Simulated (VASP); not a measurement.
# BaS (I4/mmm) in VASP: a series of runs

Runs on BaS. Level: PBEsol. Tasks: single point.

All numbers are computed with VASP 6.6.1; they aren't measurements. Logs are shortened: lines on timing, memory, paths and dates and some standing lists are left out, and cuts for length are marked.

**1. The cell of the first run**

Symmetry: I4/mmm, No. 139, tetragonal system. Conventional cell: a = 4.478 Å, b = 4.478 Å, c = 6.143 Å, α = 90.00°, β = 90.00°, γ = 90.00°. Ba (site symmetry 4/mmm) has 6 S at 3.07 to 3.17 Å within 4.0 Å. Within 4.0 Å of S (site symmetry 4/mmm) lie 6 Ba at 3.07 to 3.17 Å.

**2. Single point, PBEsol (strain -0.0300 x Voigt [0, 0, 1, 0, 0, 0])**

File INCAR:

```
PREC = Accurate ; ENCUT = 520
EDIFF = 1E-6 ; ISMEAR = 0
SIGMA = 0.05 ; LREAL = False
LASPH = True ; NELM = 100
ALGO = Normal ; ISIF = 2
LWAVE = False ; LCHARG = False
GGA = PS ; NBANDS = 15
```

File KPOINTS:

```
Automatic mesh
0
Gamma
  8 8 8
```

File POSCAR:

```
BaS
1.0
    0.0000000000      3.1663007200      3.0713116984
    3.1663007200      0.0000000000      3.0713116984
    3.1663007200      3.1663007200      0.0000000000
Ba S
1 1
Direct
    0.0000000000      0.0000000000      0.0000000000
    0.5000000000      0.5000000000      0.5000000000
```

Potentials or basis: VASP PAW PBE potentials, release 64 (Ba_sv, S).

Launch:

```sh
$ cat potpaw_PBE.64/Ba_sv/POTCAR potpaw_PBE.64/S/POTCAR > POTCAR
$ mpirun -np 1 vasp_std > vasp.out
```

OUTCAR:

```text
PREC = Accurate
   ENCUT = 520
   EDIFF = 1E-6
   ISMEAR = 0
   LREAL = False
   LASPH = True
   NELM = 100
   ISIF = 2
   GGA = PS

 ion  position               nearest neighbor table
   1  0.000  0.000  0.000-   2 3.07   2 3.07   2 3.17   2 3.17   2 3.17   2 3.17
   2  0.500  0.500  0.500-   1 3.07   1 3.07   1 3.17   1 3.17   1 3.17   1 3.17

  LATTYP: Found a body centered tetragonal cell.
 ALAT       =     4.4778254208
 C/A-ratio  =     1.3717871555

  Lattice vectors:

 A1 = (   0.0000000000,  -3.1663007200,  -3.0713116984)
 A2 = (   0.0000000000,   3.1663007200,  -3.0713116984)
 A3 = (   3.1663007200,   0.0000000000,   3.0713116984)

Analysis of symmetry for initial positions (statically):
=====================================================================
 Subroutine PRICEL returns:
 Original cell was already a primitive cell.

 Routine SETGRP: Setting up the symmetry group for a
 body centered tetragonal supercell.

 Subroutine GETGRP returns: Found 16 space group operations
 (whereof 16 operations were pure point group operations)
 out of a pool of 16 trial point group operations.

The static configuration has the point symmetry D_4h.

Analysis of symmetry for dynamics (positions and initial velocities):
=====================================================================
 Subroutine PRICEL returns:
 Original cell was already a primitive cell.

 Routine SETGRP: Setting up the symmetry group for a
 body centered tetragonal supercell.

 Subroutine GETGRP returns: Found 16 space group operations
 (whereof 16 operations were pure point group operations)
 out of a pool of 16 trial point group operations.

The dynamic configuration has the point symmetry D_4h.

 Subroutine INISYM returns: Found 16 space group operations
 (whereof 16 operations are pure point group operations),
 and found     1 'primitive' translations

----------------------------------------------------------------------------------------

                                     Primitive cell

  volume of cell :      61.5826

  direct lattice vectors                    reciprocal lattice vectors
     0.000000000  3.166300720  3.071311698    -0.157912986  0.157912986  0.162796892
     3.166300720  0.000000000  3.071311698     0.157912986 -0.157912986  0.162796892
     3.166300720  3.166300720  0.000000000     0.157912986  0.157912986 -0.162796892

  length of vectors
     4.411169437  4.411169437  4.477825421     0.276361810  0.276361810  0.276361810

  position of ions in fractional coordinates (direct lattice)
     0.000000000  0.000000000  0.000000000
     0.500000000  0.500000000  0.500000000

  ion indices of the primitive-cell ions
   primitive index   ion index
                 1           1
                 2           2

----------------------------------------------------------------------------------------

 KPOINTS: Automatic mesh

Automatic generation of k-mesh.
 Grid dimensions read from file:
 generate k-points for:    8    8    8

 Generating k-lattice:

  Cartesian coordinates                     Fractional coordinates (reciprocal lattice)
    -0.019739123  0.019739123  0.020349612     0.125000000  0.000000000  0.000000000
     0.019739123 -0.019739123  0.020349612     0.000000000  0.125000000  0.000000000
     0.019739123  0.019739123 -0.020349612     0.000000000  0.000000000  0.125000000

  Length of vectors
     0.034545226  0.034545226  0.034545226

  Shift w.r.t. Gamma in fractional coordinates (k-lattice)
     0.000000000  0.000000000  0.000000000

 Subroutine IBZKPT returns following result:
 ===========================================

 Found     59 irreducible k-points:

 Following reciprocal coordinates:
            Coordinates               Weight
  0.000000  0.000000  0.000000      1.000000
  0.125000  0.000000  0.000000      8.000000
  0.250000  0.000000  0.000000      8.000000
  0.375000 -0.000000  0.000000      8.000000
  0.500000  0.000000  0.000000      4.000000
  0.125000  0.125000  0.000000      2.000000
[... 16 lines left out ...]
  0.250000 -0.000000  0.125000     16.000000
  0.375000  0.000000  0.125000     16.000000
 [... further k-points ...]
   k-points           NKPTS =     59   k-points in BZ     NKDIM =     59   number of bands    NBANDS=     15
   number of dos      NEDOS =    301   number of ions     NIONS =      2
   total plane-waves  NPLWV =  46656
   dimension x,y,z NGX =    36 NGY =   36 NGZ =   36
   dimension x,y,z NGXF=    72 NGYF=   72 NGZF=   72
   ions per type =               1   1
   NGX,Y,Z   is equivalent  to a cutoff of  13.57, 13.57, 13.37 a.u.
   NGXF,Y,Z  is equivalent  to a cutoff of  27.13, 27.13, 26.73 a.u.
 SYSTEM =  unknown system
   PREC   = accura    normal or accurate (medium, high low for compatibility)
   ISTART =      0    job   : 0-new  1-cont  2-samecut
   ICHARG =      2    charge: 1-file 2-atom 10-const
   ISPIN  =      1    spin polarized calculation?
   LNONCOLLINEAR =      F non collinear calculations
   LSORBIT =      F    spin-orbit coupling
   LASPH  =      T    aspherical Exc in radial PAW
   ENCUT  =  520.0 eV  38.22 Ry    6.18 a.u.   8.20  8.20  8.33*2*pi/ulx,y,z
   NELM   =    100;   NELMIN=  2; NELMDL= -5     # of ELM steps
   EDIFF  = 0.1E-05   stopping-criterion for ELM
   LREAL  =      F    real-space projection
   EDIFFG = 0.1E-04   stopping-criterion for IOM
   NSW    =      0    number of steps for IOM
   IBRION =     -1    ionic relax: 0-MD 1-quasi-New 2-CG
   NFREE  =      0    steps in history (QN), initial steepest desc. (CG)
   ISIF   =      2    stress and relaxation
   ISYM   =      2    0-nonsym 1-usesym 2-fastsym
   POTIM  = 0.5000    time-step for ionic-motion
   TEBEG  =    0.0;   TEEND  =   0.0 temperature during run
   PSTRESS=    0.0 pullay stress
   NELECT =      16.0000    total number of electrons
   NUPDOWN=      -1.0000    fix difference up-down
   EMIN   =  10.00;   EMAX   =-10.00  energy-range for DOS
   EFERMI =   0.00;   METHOD = LEGACY
   ISMEAR =     0;   SIGMA  =   0.05  broadening in eV -4-tet -1-fermi 0-gaus
   EFERMI_NEDOS =   21; number of points for ismear=-14 and -15
   IALGO  =     38    algorithm
   IMIX   =      4    mixing-type and parameters
     AMIX     =   0.40;   BMIX     =  1.00
     AMIX_MAG =   1.60;   BMIX_MAG =  1.00
  volume/ion in A,a.u.               =      30.79       207.79
  Fermi-wavevector in a.u.,A,eV,Ry     =   1.044629  1.974063 14.847355  1.091250
  Thomas-Fermi vector in A             =   2.179390
   LORBIT       =      0    0 simple, 1 ext, 2 COOP (PROOUT), +10 PAW based schemes
   GGA     = PS    functional components
   LHFCALC =     F    Hartree Fock is set to
   AEXX    =    0.0000 exact exchange contribution
   IVDW    =     0    specifies the selected vdW correction
   LEPSILON=     F    determine dielectric tensor
   LRPA    =     F    only Hartree local field effects (RPA)
 non-spin polarized calculation
 Gauss-broadening in eV      SIGMA  =   0.05
  energy-cutoff  :      520.00
  volume of cell :       61.58
 maximum number of plane-waves:      1679
 NGX is ok and might be reduce to    36
   NGX = 17   NGY = 17   NGZ = 17

 number of electron      15.9999999 magnetization

 Free energy of the ion-electron system (eV)
  ---------------------------------------------------
  ext. energy  EPLUGINS =         0.00000000
  ---------------------------------------------------
  free energy    TOTEN  =       -10.68635572 eV

  energy without entropy =      -10.68635572  energy(sigma->0) =      -10.68635572

 E-fermi :   1.9939     XC(G=0):  -9.0589

 val. band max:        1.7387881274   @ k =   0.0000   0.0000   0.0000
 cond. band min:       3.5020495398   @ k =   0.5000   0.5000   0.0000
 fundamental gap:      1.7632614125
 Fermi energy:         1.9938743980

 k-point     1 :       0.0000    0.0000    0.0000
  band No.  band energies     occupation
      1     -24.2185      2.00000
      2      -9.2673      2.00000
      3      -9.2482      2.00000
      4      -9.2482      2.00000
      5      -8.7982      2.00000
      6       1.6046      2.00000
      7       1.6046      2.00000
      8       1.7388      2.00000
      9       5.2802      0.00000
     10       5.3508      0.00000
     11       5.3508      0.00000
     12       5.5814      0.00000
     13       6.3443      0.00000
     14       6.6003      0.00000
     15      10.2511      0.00000

 k-point     2 :       0.1250    0.0000    0.0000
  band No.  band energies     occupation
      1     -24.2096      2.00000
      2      -9.7084      2.00000
      3      -9.2637      2.00000
      4      -9.2579      2.00000
      5      -8.3316      2.00000
      6       1.1871      2.00000
      7       1.3716      2.00000
      8       1.4491      2.00000
      9       5.4148      0.00000
     10       5.6146      0.00000
     11       5.7596      0.00000
     12       5.9118      0.00000
     13       6.8323      0.00000
     14       7.1329      0.00000
     15      10.9320      0.00000

 k-point     3 :       0.2500    0.0000    0.0000
  band No.  band energies     occupation
      1     -24.1881      2.00000
      2     -10.2283      2.00000
      3      -9.2810      2.00000
      4      -9.2739      2.00000
      5      -7.7745      2.00000
      6       0.3854      2.00000
      7       0.9192      2.00000
      8       0.9477      2.00000
      9       5.6772      0.00000
     10       6.3483      0.00000
     11       6.4241      0.00000
     12       7.1504      0.00000
     13       8.0488      0.00000
     14       8.4272      0.00000
     15      12.3863      0.00000
[... 343 lines left out ...]
 k-point    23 :       0.2500   -0.0000    0.1250
  band No.  band energies     occupation
      1     -24.1903      2.00000
      2     -10.0558      2.00000
      3      -9.3244      2.00000
      4      -9.3030      2.00000
      5      -7.9648      2.00000
      6       0.3568      2.00000
      7       1.2182      2.00000
      8       1.3604      2.00000
      9       4.8997      0.00000
     10       6.4533      0.00000
     11       6.6432      0.00000
     12       6.8185      0.00000
     13       7.3636      0.00000
     14       8.8132      0.00000
     15      12.3085      0.00000

 k-point    24 :       0.3750    0.0000    0.1250
  band No.  band energies     occupation
      1     -24.1687      2.00000
      2     -10.4106      2.00000
      3      -9.3363      2.00000
      4      -9.3337      2.00000
      5      -7.6157      2.00000
      6       0.0022      2.00000
      7       0.7301      2.00000
      8       0.9025      2.00000
      9       5.3964      0.00000
     10       7.4238      0.00000
     11       7.6692      0.00000
     12       7.6980      0.00000
     13       8.6442      0.00000
     14       9.8915      0.00000
     15      11.9956      0.00000

 [... further k-points ...]
[... 5 lines left out ...]
  --------------------------------------------------------------------------------------
  -------------------------------------------------------------------------------------
  Total        0.4656479      0.4656479      1.8345808      0.0000000     -0.0000000      0.0000000
  in kB       12.1146272     12.1146272     47.7297574      0.0000000     -0.0000000      0.0000000
  external PRESSURE =      23.9863373 kB  Pullay stress =       0.0000000 kB

 VOLUME and BASIS-vectors are now :
 -----------------------------------------------------------------------------
  energy-cutoff  :      520.00
  volume of cell :       61.58
      direct lattice vectors                 reciprocal lattice vectors
     0.000000000  3.166300720  3.071311698    -0.157912986  0.157912986  0.162796892
     3.166300720  0.000000000  3.071311698     0.157912986 -0.157912986  0.162796892
     3.166300720  3.166300720  0.000000000     0.157912986  0.157912986 -0.162796892

 POSITION                                       TOTAL-FORCE (eV/Angst)
 -----------------------------------------------------------------------------------
      0.00000      0.00000      0.00000         0.000000      0.000000      0.000000
      3.16630      3.16630      3.07131        -0.000000     -0.000000      0.000000
 -----------------------------------------------------------------------------------
    total drift:                                0.000000      0.000000      0.000000

  FREE ENERGIE OF THE ION-ELECTRON SYSTEM (eV)
  ---------------------------------------------------
  free  energy   TOTEN  =       -10.6863557181 eV

  energy  without entropy=      -10.6863557181  energy(sigma->0) =      -10.68635572
```

It took 30 s on 1 thread of AMD EPYC 9R45 (Zen 5), shared host; peak memory 0.2 GiB.

What came out:

* Free energy: -10.6864 eV
* Pressure: 2.4 GPa
* Band gap on the k mesh: 1.76 eV, indirect (least direct gap 1.88 eV)

Levels at points of the mesh, in eV from the valence-band top:
```csv
k point,band 6,band 7,band 8,band 9,band 10,band 11
"(0.00, 0.00, 0.00)",-0.13,-0.13,0.00,3.54,3.61,3.61
"(0.50, 0.00, 0.00)",-2.22,-1.33,-1.31,5.56,5.60,6.35
"(0.50, 0.50, 0.00)",-0.42,-0.24,-0.24,1.76,6.01,6.19
"(0.50, 0.00, 0.50)",-0.62,-0.25,-0.09,1.79,5.82,6.29
```

Caveat: the cell differs from its parent crystal (strain -0.0300 x Voigt [0, 0, 1, 0, 0, 0]); the PAW data sets were made with another functional, which shifts forces and pressure a little; spin-orbit coupling is left out, which moves the levels of the heavy elements. A k mesh can miss the band edges.

**3. Single point, PBEsol (strain +0.0600 x Voigt [0, 0, 1, 0, 0, 0])**

File INCAR:

```
SYSTEM = BaS
PREC     = Accurate       ! precision mode
ENCUT    = 520            ! plane-wave cutoff, eV
EDIFF    = 1E-7           ! SCF threshold, eV
ISMEAR   = 0              ! smearing method
SIGMA    = 0.05           ! smearing width, eV
LREAL    = .FALSE.        ! projectors in reciprocal space
LASPH    = .TRUE.         ! aspherical terms in the spheres
NELM     = 60             ! most SCF steps
ALGO     = Normal         ! electronic algorithm
ISIF     = 2              ! what is computed and relaxed
LWAVE    = .FALSE.        ! write WAVECAR
LCHARG   = .FALSE.        ! write CHGCAR
GGA      = PS             ! functional
NBANDS   = 15             ! bands
```

File KPOINTS:

```
regular mesh
0
G
  8 8 8
  0 0 0
```

File POSCAR:

```
BaS
1.0
    0.0000000000      3.1663007200      3.3562787632
    3.1663007200      0.0000000000      3.3562787632
    3.1663007200      3.1663007200      0.0000000000
Ba S
1 1
Direct
    0.0000000000      0.0000000000      0.0000000000
    0.5000000000      0.5000000000      0.5000000000
```

Potentials or basis: VASP PAW PBE potentials, release 64 (Ba_sv, S).

Launch:

```sh
$ cat potpaw_PBE.64/Ba_sv/POTCAR potpaw_PBE.64/S/POTCAR > POTCAR
$ mpirun -np 1 vasp_std > vasp.out
```

Wall time 36 s (1 thread of AMD EPYC 9R45 (Zen 5), shared host); peak memory 0.21 GiB.

The run converged. Its results:

| Item | Value |
| --- | --- |
| Free energy | -10.6717 eV |
| Pressure | -1.5 GPa |
| Band gap on the k mesh | 1.98 eV, indirect (least direct gap 2.13 eV) |

Stress tensor (GPa, compression positive):
```
-0.28  0.00  0.00
 0.00 -0.28  0.00
 0.00  0.00 -3.90
```

Levels at points of the mesh, in eV from the valence-band top:
```tsv
k point	band 6	band 7	band 8	band 9	band 10	band 11
(0.00, 0.00, 0.00)	-0.15	0.00	0.00	3.09	3.47	3.87
(0.50, 0.00, 0.00)	-1.99	-1.13	-1.10	5.30	5.35	6.05
(0.50, 0.50, 0.00)	-0.80	-0.13	-0.13	2.00	5.69	5.69
(0.50, 0.00, 0.50)	-0.53	-0.33	-0.15	1.98	5.44	6.08
```

Caveat: the cell differs from its parent crystal (strain +0.0600 x Voigt [0, 0, 1, 0, 0, 0]); the PAW data sets were made with another functional, which shifts forces and pressure a little; spin-orbit coupling is left out, which moves the levels of the heavy elements. A k mesh can miss the band edges.
